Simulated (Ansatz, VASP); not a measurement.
## H: VASP beside Ansatz

```
H
1.0
    10.00000    0.00000    0.00000
     0.00000   10.30000    0.00000
     0.00000    0.00000   10.60000
H
2
Direct
  0.50000 0.48544 0.43631
  0.50000 0.48544 0.50709
```

Alike in both runs: functional PBE; k mesh 1 × 1 × 1; occupations gaussian, width 0.01 eV; no spin polarisation.

Ansatz relaxed the structure, and its values are those at the end. VASP's run is a single point on that final structure, the one shown.

```csv
,VASP,Ansatz
version,VASP 6.6.1,Ansatz 0.2.0
potentials or method,"VASP PAW PBE potentials, release 64 (H)","scalar-relativistic, plane waves, PAW"
plane-wave cutoff (eV),400,420
valence electrons in the cell,2,2
```

Ansatz gave:

* gap on the k mesh at the Fermi level (eV): 10.15
* rms of the force components (eV/Å): 0.000

Q: Which values does VASP return?

A: gap on the k mesh at the Fermi level (eV): 10.14; rms of the force components (eV/Å): 0.007.
